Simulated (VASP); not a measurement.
# InP (Cmmm) in VASP: relaxation of cell and atoms with PBE

Aim: the relaxation of cell and atoms of InP with PBE.

Everything below comes from runs of VASP 6.6.1. Logs are shortened: lines on timing, memory, paths and dates and some standing lists are left out, and cuts for length are marked.

## Step 1: The cell of the first run

Symmetry: Cmmm, No. 65, orthorhombic system. Conventional cell: a = 5.740 Å, b = 6.025 Å, c = 5.631 Å, α = 90.00°, β = 90.00°, γ = 90.00°. In (site symmetry m2m) has 8 P at 2.86 to 4.04 Å and 8 In at 2.87 to 4.16 Å within 4.2 Å. Within 3.1 Å of P (site symmetry m2m) lie 3 P at 2.09 to 3.01 Å and 2 In at 2.86 Å.

The cell was generated, and may not be a known phase.

## Step 2: Relaxation of cell and atoms, PBE

Input file INCAR:

```
SYSTEM = InP
ALGO = Fast ; EDIFF = 1E-6
EDIFFG = -0.01 ; ENCUT = 600
GGA = PE ; IBRION = 2
ISIF = 3 ; ISMEAR = 0
LASPH = .True. ; LCHARG = .False.
LREAL = .False. ; LWAVE = .False.
NELM = 80 ; NSW = 100
PREC = Accurate ; SIGMA = 0.1
```

Input file KPOINTS:

```
k-points
0
Gamma
  12 12 8
  0 0 0
```

Input file POSCAR:

```
InP
1.0
    2.8701536875     -3.0126846566      0.0000000000
    2.8701536875      3.0126846566      0.0000000000
    0.0000000000      0.0000000000      5.6305128484
In P
2 2
Direct
    0.2526925135      0.7473074865      0.5000000000
    0.7473074865      0.2526925135      0.5000000000
    0.8262863498      0.1737136502      0.0000000000
    0.1737136502      0.8262863498      0.0000000000
```

Potentials or basis: VASP PAW PBE potentials, release 64 (In_d, P).

The run is started by

```console
$ cat potpaw_PBE.64/In_d/POTCAR potpaw_PBE.64/P/POTCAR > POTCAR
$ mpirun -np 1 vasp_std > vasp.out
```

OUTCAR:

```text
SYSTEM = InP
   EDIFF = 1E-6
   EDIFFG = -0.01
   ENCUT = 600
   GGA = PE
   IBRION = 2
   ISIF = 3
   ISMEAR = 0
   LASPH = .True.
   LREAL = .False.
   NELM = 80
   NSW = 100
   PREC = Accurate

 ion  position               nearest neighbor table
   1  0.253  0.747  0.500-   4 2.86   4 2.86   2 2.87   2 2.87   2 2.98   2 3.05
   2  0.747  0.253  0.500-   3 2.86   3 2.86   1 2.87   1 2.87   1 2.98   1 3.05
   3  0.826  0.174  0.000-   4 2.09   2 2.86   2 2.86
   4  0.174  0.826  0.000-   3 2.09   1 2.86   1 2.86

  LATTYP: Found a base centered orthorhombic cell.
 ALAT       =     5.7403073750
 B/A-ratio  =     1.0496596993
 C/A-ratio  =     0.9808730579

  Lattice vectors:

 A1 = (   2.8701536875,  -3.0126846566,   0.0000000000)
 A2 = (   2.8701536875,   3.0126846566,   0.0000000000)
 A3 = (   0.0000000000,   0.0000000000,   5.6305128484)

Analysis of symmetry for initial positions (statically):
=====================================================================
 Subroutine PRICEL returns:
 Original cell was already a primitive cell.

 Routine SETGRP: Setting up the symmetry group for a
 base centered orthorhombic supercell.

 Subroutine GETGRP returns: Found  8 space group operations
 (whereof  8 operations were pure point group operations)
 out of a pool of  8 trial point group operations.

The static configuration has the point symmetry D_2h.

Analysis of symmetry for dynamics (positions and initial velocities):
=====================================================================
 Subroutine PRICEL returns:
 Original cell was already a primitive cell.

 Routine SETGRP: Setting up the symmetry group for a
 base centered orthorhombic supercell.

 Subroutine GETGRP returns: Found  8 space group operations
 (whereof  8 operations were pure point group operations)
 out of a pool of  8 trial point group operations.

The dynamic configuration has the point symmetry D_2h.

 Subroutine INISYM returns: Found  8 space group operations
 (whereof  8 operations are pure point group operations),
 and found     1 'primitive' translations

----------------------------------------------------------------------------------------

                                     Primitive cell

  volume of cell :      97.3726

  direct lattice vectors                    reciprocal lattice vectors
     2.870153688 -3.012684657  0.000000000     0.174206699 -0.165964931  0.000000000
     2.870153688  3.012684657  0.000000000     0.174206699  0.165964931  0.000000000
     0.000000000  0.000000000  5.630512848     0.000000000  0.000000000  0.177603715

  length of vectors
     4.161015625  4.161015625  5.630512848     0.240608255  0.240608255  0.177603715

  position of ions in fractional coordinates (direct lattice)
     0.252692514  0.747307486  0.500000000
     0.747307486  0.252692514  0.500000000
     0.826286350  0.173713650  0.000000000
     0.173713650  0.826286350  0.000000000

  ion indices of the primitive-cell ions
   primitive index   ion index
                 1           1
                 2           2
                 3           3
                 4           4

----------------------------------------------------------------------------------------

 KPOINTS: k-points

Automatic generation of k-mesh.
 Grid dimensions read from file:
 generate k-points for:   12   12    8

 Generating k-lattice:

  Cartesian coordinates                     Fractional coordinates (reciprocal lattice)
     0.014517225 -0.013830411  0.000000000     0.083333333  0.000000000  0.000000000
     0.014517225  0.013830411  0.000000000     0.000000000  0.083333333  0.000000000
     0.000000000  0.000000000  0.022200464     0.000000000  0.000000000  0.125000000

  Length of vectors
     0.020050688  0.020050688  0.022200464

  Shift w.r.t. Gamma in fractional coordinates (k-lattice)
     0.000000000  0.000000000  0.000000000

 Subroutine IBZKPT returns following result:
 ===========================================

 Found    215 irreducible k-points:

 Following reciprocal coordinates:
            Coordinates               Weight
  0.000000  0.000000  0.000000      1.000000
  0.083333  0.000000  0.000000      4.000000
  0.166667  0.000000  0.000000      4.000000
  0.250000  0.000000  0.000000      4.000000
  0.333333  0.000000  0.000000      4.000000
  0.416667  0.000000  0.000000      4.000000
[... 16 lines left out ...]
  0.500000  0.166667  0.000000      4.000000
 -0.416667  0.166667  0.000000      4.000000
 [... further k-points ...]
   k-points           NKPTS =    215   k-points in BZ     NKDIM =    215   number of bands    NBANDS=     22
   number of dos      NEDOS =    301   number of ions     NIONS =      4
   total plane-waves  NPLWV =  62208
   dimension x,y,z NGX =    36 NGY =   36 NGZ =   48
   dimension x,y,z NGXF=    72 NGYF=   72 NGZF=   96
   ions per type =               2   2
   NGX,Y,Z   is equivalent  to a cutoff of  14.38, 14.38, 14.17 a.u.
   NGXF,Y,Z  is equivalent  to a cutoff of  28.77, 28.77, 28.34 a.u.
 SYSTEM =  InP
   PREC   = accura    normal or accurate (medium, high low for compatibility)
   ISTART =      0    job   : 0-new  1-cont  2-samecut
   ICHARG =      2    charge: 1-file 2-atom 10-const
   ISPIN  =      1    spin polarized calculation?
   LNONCOLLINEAR =      F non collinear calculations
   LSORBIT =      F    spin-orbit coupling
   LASPH  =      T    aspherical Exc in radial PAW
   ENCUT  =  600.0 eV  44.10 Ry    6.64 a.u.   8.31  8.31 11.25*2*pi/ulx,y,z
   NELM   =     80;   NELMIN=  2; NELMDL= -5     # of ELM steps
   EDIFF  = 0.1E-05   stopping-criterion for ELM
   LREAL  =      F    real-space projection
   EDIFFG = -.1E-01   stopping-criterion for IOM
   NSW    =    100    number of steps for IOM
   IBRION =      2    ionic relax: 0-MD 1-quasi-New 2-CG
   NFREE  =      1    steps in history (QN), initial steepest desc. (CG)
   ISIF   =      3    stress and relaxation
   ISYM   =      2    0-nonsym 1-usesym 2-fastsym
   POTIM  = 0.5000    time-step for ionic-motion
   TEBEG  =    0.0;   TEEND  =   0.0 temperature during run
   PSTRESS=    0.0 pullay stress
   NELECT =      36.0000    total number of electrons
   NUPDOWN=      -1.0000    fix difference up-down
   EMIN   =  10.00;   EMAX   =-10.00  energy-range for DOS
   EFERMI =   0.00;   METHOD = LEGACY
   ISMEAR =     0;   SIGMA  =   0.10  broadening in eV -4-tet -1-fermi 0-gaus
   EFERMI_NEDOS =   21; number of points for ismear=-14 and -15
   IALGO  =     68    algorithm
   IMIX   =      4    mixing-type and parameters
     AMIX     =   0.40;   BMIX     =  1.00
     AMIX_MAG =   1.60;   BMIX_MAG =  1.00
  volume/ion in A,a.u.               =      24.34       164.28
  Fermi-wavevector in a.u.,A,eV,Ry     =   1.174979  2.220388 18.783869  1.380575
  Thomas-Fermi vector in A             =   2.311367
   LORBIT       =      0    0 simple, 1 ext, 2 COOP (PROOUT), +10 PAW based schemes
   GGA     = PE    functional components
   LHFCALC =     F    Hartree Fock is set to
   AEXX    =    0.0000 exact exchange contribution
   IVDW    =     0    specifies the selected vdW correction
   LEPSILON=     F    determine dielectric tensor
   LRPA    =     F    only Hartree local field effects (RPA)
 conjugate gradient relaxation of ions
 non-spin polarized calculation
 RMM-DIIS sequential band-by-band and
 Gauss-broadening in eV      SIGMA  =   0.10
  energy-cutoff  :      600.00
  volume of cell :       97.37
 maximum number of plane-waves:      3273
 NGX is ok and might be reduce to    36
   NGX = 17   NGY = 17   NGZ = 23

--------------------------------------- Ionic step        1  -------------------------------------------

 number of electron      36.0000003 magnetization

 Free energy of the ion-electron system (eV)
  ---------------------------------------------------
  ext. energy  EPLUGINS =         0.00000000
  ---------------------------------------------------
  free energy    TOTEN  =       -14.99508553 eV

  energy without entropy =      -14.98769076  energy(sigma->0) =      -14.99138815

------------------------ aborting loop because EDIFF is reached ----------------------------------------

  FORCE on cell =-STRESS in cart. coord.  units (eV):
  Direction    XX          YY          ZZ          XY          YZ          ZX
  --------------------------------------------------------------------------------------
  -------------------------------------------------------------------------------------
  Total        1.1515206      0.1810285     -0.7157395     -0.0000000      0.0000000      0.0000000
  in kB       18.9472216      2.9786594    -11.7768396     -0.0000000      0.0000000      0.0000000
  external PRESSURE =       3.3830138 kB  Pullay stress =       0.0000000 kB
[... 95 lines left out ...]
  FREE ENERGIE OF THE ION-ELECTRON SYSTEM (eV)
  ---------------------------------------------------
  free  energy   TOTEN  =       -15.0114982644 eV

  energy  without entropy=      -15.0041829103  energy(sigma->0) =      -15.00784059

[... ionic steps 4 to 11 ...]

--------------------------------------- Ionic step       12  -------------------------------------------

 number of electron      35.9999986 magnetization

------------------------ aborting loop because EDIFF is reached ----------------------------------------

  FORCE on cell =-STRESS in cart. coord.  units (eV):
  Direction    XX          YY          ZZ          XY          YZ          ZX
  --------------------------------------------------------------------------------------
  -------------------------------------------------------------------------------------
  Total       -0.0203846     -0.0034778      0.0455713      0.0000000      0.0000000      0.0000000
  in kB       -0.3284258     -0.0560332      0.7342196      0.0000000      0.0000000      0.0000000
  external PRESSURE =       0.1165869 kB  Pullay stress =       0.0000000 kB
[... 61 lines left out ...]
  energy  without entropy=      -15.0082786518  energy(sigma->0) =      -15.01229255

--------------------------------------- Ionic step       14  -------------------------------------------

 number of electron      35.9999986 magnetization

 Free energy of the ion-electron system (eV)
  ---------------------------------------------------
  ext. energy  EPLUGINS =         0.00000000
  ---------------------------------------------------
  free energy    TOTEN  =       -15.01632252 eV

  energy without entropy =      -15.00831615  energy(sigma->0) =      -15.01231934

 E-fermi :   5.7441     XC(G=0):  -9.5788

 val. band max:        5.7423103179   @ k =   0.1667   0.1667   0.3750
 cond. band min:       5.7444117043   @ k =  -0.1667   0.0833   0.3750
 fundamental gap:      0.0021013864
 Fermi energy:         5.7440863870

 k-point     1 :       0.0000    0.0000    0.0000
  band No.  band energies     occupation
      1      -9.3377      2.00000
      2      -9.0876      2.00000
      3      -9.0726      2.00000
      4      -8.8687      2.00000
      5      -8.8427      2.00000
      6      -8.6338      2.00000
[... 574 lines left out ...]
      6      -8.7864      2.00000
[... 14 lines left out ...]
     21       7.9503      0.00000
     22       9.7857      0.00000

 [... further k-points ...]

------------------------ aborting loop because EDIFF is reached ----------------------------------------

  FORCE on cell =-STRESS in cart. coord.  units (eV):
  Direction    XX          YY          ZZ          XY          YZ          ZX
  --------------------------------------------------------------------------------------
  -------------------------------------------------------------------------------------
  Total       -0.0222427      0.0069309      0.0202447      0.0000000      0.0000000      0.0000000
  in kB       -0.3583279      0.1116566      0.3261398      0.0000000      0.0000000      0.0000000
  external PRESSURE =       0.0264895 kB  Pullay stress =       0.0000000 kB
[... 19 lines left out ...]
  FREE ENERGIE OF THE ION-ELECTRON SYSTEM (eV)
  ---------------------------------------------------
  free  energy   TOTEN  =       -15.0163225243 eV

  energy  without entropy=      -15.0083161489  energy(sigma->0) =      -15.01231934

 reached required accuracy - stopping structural energy minimisation
```

It took 1.7 h on 1 thread of Oxide Virtual Turin-like, shared host; peak memory 0.6 GiB.

What came out:

```yaml
Free_energy: -15.0163 eV
Relaxed_volume: 24.86 Å³/atom
Relaxed_cell: a = 4.242 Å, b = 4.242 Å, c = 5.530 Å, α = 90.00°, β = 90.00°, γ = 91.87°
Space_group_after_relaxing_to_0.1_Å: Cmmm (No. 65)
Energy_gained_by_relaxing: 5.3 meV/atom
Ionic_steps: 14
Pressure_after_relaxing: 0.0 GPa
Band_gap_on_the_k_mesh: zero (bands 18 and 19 overlap by 2.33 eV)
```

Forces on the atoms (eV/Å):
```
In   0.000 -0.001  0.000
In   0.000  0.001  0.000
P    0.000 -0.002  0.000
P    0.000  0.002  0.000
```

The path:
| step | energy change (eV) | largest force (eV/Å) | pressure (GPa) | volume (Å³) |
| --- | --- | --- | --- | --- |
| 1 | 0.0000 | 0.0310 | 0.34 | 97.37 |
| 2 | -0.0147 | 0.1450 | -0.05 | 98.09 |
| 3 | -0.0164 | 0.2293 | -0.19 | 98.43 |
| 4 | -0.0175 | 0.1500 | 0.50 | 98.25 |
| 5 | -0.0191 | 0.0583 | 0.20 | 98.33 |
| 6 | -0.0199 | 0.0328 | 0.11 | 98.74 |
| 7 | -0.0203 | 0.0038 | -0.07 | 99.42 |
| 8 | -0.0208 | 0.0566 | -0.15 | 99.56 |
| 9 | -0.0208 | 0.0806 | -0.19 | 99.62 |
| 10 | -0.0212 | 0.0349 | -0.06 | 99.51 |
| 11 | -0.0212 | 0.0150 | -0.01 | 99.46 |
| 12 | -0.0212 | 0.0084 | 0.01 | 99.44 |
| 13 | -0.0212 | 0.0124 | 0.00 | 99.45 |
| 14 | -0.0212 | 0.0021 | 0.00 | 99.45 |

Final structure:
```yaml
crystal:
  lattice:
    - [2.95004, -3.04799, 0.00000]
    - [2.95004, 3.04799, 0.00000]
    - [0.00000, 0.00000, 5.53028]
  atoms:
    - { symbol: In, position: [0.25583, 0.74417, 0.50000] }
    - { symbol: In, position: [0.74417, 0.25583, 0.50000] }
    - { symbol: P, position: [0.82990, 0.17010, 0.00000] }
    - { symbol: P, position: [0.17010, 0.82990, 0.00000] }
```

Caveat: spin-orbit coupling is left out, which moves the levels of the heavy elements.
